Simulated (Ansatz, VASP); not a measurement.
PbS: VASP beside Ansatz

Contents of INCAR:

```
SYSTEM = PbS
PREC = Accurate ; ENCUT = 520
EDIFF = 1E-6 ; ISMEAR = 0
SIGMA = 0.05 ; LREAL = .FALSE.
LASPH = .TRUE. ; NELM = 80
ALGO = Normal ; ISIF = 2
LWAVE = .FALSE. ; LCHARG = .FALSE.
GGA = PS ; NBANDS = 28
```

KPOINTS

```
Automatic mesh
0
G
  8 8 6
  0 0 0
```

The input POSCAR:

```
PbS
1.0
    2.0799526950     -5.9912968650      0.0181995861
    2.0799526950      5.9912968650      0.0181995861
    0.0374440582      0.0000000000      4.2793209400
Pb S
2 2
Direct
    0.8694366500      0.1305633500      0.7500000000
    0.1305633500      0.8694366500      0.2500000000
    0.6452029100      0.3547970900      0.7500000000
    0.3547970900      0.6452029100      0.2500000000
```

Input for Ansatz:

```yaml
crystal:
  lattice:
    - [2.079952695, -5.991296865, 0.0181995861]
    - [2.079952695, 5.991296865, 0.0181995861]
    - [0.0374440582, 0.0, 4.27932094]
  atoms:
    - { symbol: Pb, position: [0.86943665, 0.13056335, 0.75] }
    - { symbol: Pb, position: [0.13056335, 0.86943665, 0.25] }
    - { symbol: S, position: [0.64520291, 0.35479709, 0.75] }
    - { symbol: S, position: [0.35479709, 0.64520291, 0.25] }
basis:
  ecutwfc: 420
kpoints:
  mp_grid: { grid: [8, 8, 6] }
hamiltonian:
  xc: pbesol
scf:
  occupations: { method: gaussian, width: 0.05 }
output:
  forces: true
  stress: true
  eigenvalues: true
```

Change from the starting cell: strain +0.0175 x Voigt [0, 0, 0, 0, 1, 0], atoms carried along.

Alike in both runs: task single point; functional PBEsol; k mesh 8 × 8 × 6; occupations gaussian, width 0.05 eV; no spin polarisation.

```csv
,VASP,Ansatz
version,VASP 6.6.1,Ansatz 0.2.0
potentials or method,"VASP PAW PBE potentials, release 64 (Pb_d, S), cutoff 520 eV","scalar-relativistic, plane waves, PAW"
valence electrons in the cell,40,40
```

Ansatz gave:

| Quantity | Value |
| --- | --- |
| gap on the k mesh at the Fermi level (eV) | 1.13 |
| least direct gap on the mesh (eV) | 1.32 |
| pressure (GPa) | -1.8 |
| traceless stress, the component that is largest in VASP (GPa) | -0.93 |
| rms of the force components (eV/Å) | 0.015 |

Question: Estimate VASP's values.

Answer: gap on the k mesh at the Fermi level (eV): 1.13; least direct gap on the mesh (eV): 1.32; pressure (GPa): -1.9; traceless stress, the component that is largest in VASP (GPa): -0.93; rms of the force components (eV/Å): 0.016.

VASP's potentials were made for PBE, not for PBEsol. Atom by atom the forces differ by 0.001 eV/Å (rms over components).

Neither program's run includes spin-orbit coupling.
